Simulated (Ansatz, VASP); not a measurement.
**One calculation of Ti3Al, two programs**

The input INCAR:

```
SYSTEM = Ti3Al
PREC     = Accurate       ! precision mode
ENCUT    = 520            ! plane-wave cutoff, eV
EDIFF    = 1E-6           ! SCF threshold, eV
ISMEAR   = 0              ! smearing method
SIGMA    = 0.15           ! smearing width, eV
LREAL    = .FALSE.        ! projectors in reciprocal space
LASPH    = .TRUE.         ! aspherical terms in the spheres
NELM     = 100            ! most SCF steps
ALGO     = Fast           ! electronic algorithm
ISIF     = 2              ! what is computed and relaxed
LWAVE    = .FALSE.        ! write WAVECAR
LCHARG   = .FALSE.        ! write CHGCAR
GGA      = PS             ! functional
NBANDS   = 49             ! bands
```

Contents of KPOINTS:

```
Automatic mesh
0
G
  12 12 2
  0 0 0
```

POSCAR

```
Ti3Al
1.0
    2.8957824531      0.0000000000      0.0000000000
   -1.4478912265      2.5078211682      0.0000000000
    0.0000000000      0.0000000000     18.2787083532
Ti Al
6 2
Direct
    0.6666666667      0.3333333333      0.5000000000
    0.6666666667      0.3333333333      0.0000000000
    0.3333333333      0.6666666667      0.3755880720
    0.3333333333      0.6666666667      0.8755880720
    0.3333333333      0.6666666667      0.1244119280
    0.3333333333      0.6666666667      0.6244119280
    0.6666666667      0.3333333333      0.2500000000
    0.6666666667      0.3333333333      0.7500000000
```

Input for Ansatz:

```yaml
crystal:
  lattice:
    - [2.8957824531, 0.0, 0.0]
    - [-1.4478912265, 2.5078211682, 0.0]
    - [0.0, 0.0, 18.2787083532]
  atoms:
    - { symbol: Ti, position: [0.6666666667, 0.3333333333, 0.5] }
    - { symbol: Ti, position: [0.6666666667, 0.3333333333, 0.0] }
    - { symbol: Ti, position: [0.3333333333, 0.6666666667, 0.375588072] }
    - { symbol: Ti, position: [0.3333333333, 0.6666666667, 0.875588072] }
    - { symbol: Ti, position: [0.3333333333, 0.6666666667, 0.124411928] }
    - { symbol: Ti, position: [0.3333333333, 0.6666666667, 0.624411928] }
    - { symbol: Al, position: [0.6666666667, 0.3333333333, 0.25] }
    - { symbol: Al, position: [0.6666666667, 0.3333333333, 0.75] }
basis:
  ecutwfc: 420
kpoints:
  mp_grid: { grid: [12, 12, 2] }
hamiltonian:
  xc: pbesol
scf:
  occupations: { method: gaussian, width: 0.15 }
output:
  forces: true
  stress: true
  eigenvalues: true
  write_density: true
  write_potential: true
  elf: true
  volumetric_format: npy
```

Alike in both runs: task single point; functional PBEsol; k mesh 12 × 12 × 2; occupations gaussian, width 0.15 eV; no spin polarisation.

```csv
,VASP,Ansatz
version,VASP 6.6.1,Ansatz 0.2.0
potentials or method,"VASP PAW PBE potentials, release 64 (Ti_sv, Al), cutoff 520 eV","scalar-relativistic, plane waves, PAW"
valence electrons in the cell,78,78
```

```csv
,VASP,Ansatz,Ansatz less VASP
gap on the k mesh at the Fermi level (eV),none,none,-
pressure (GPa),-0.2,0.0,+0.20
```

VASP's potentials were made for PBE, not for PBEsol. A gap of «none» marks a metal or a gap that the smearing closes.
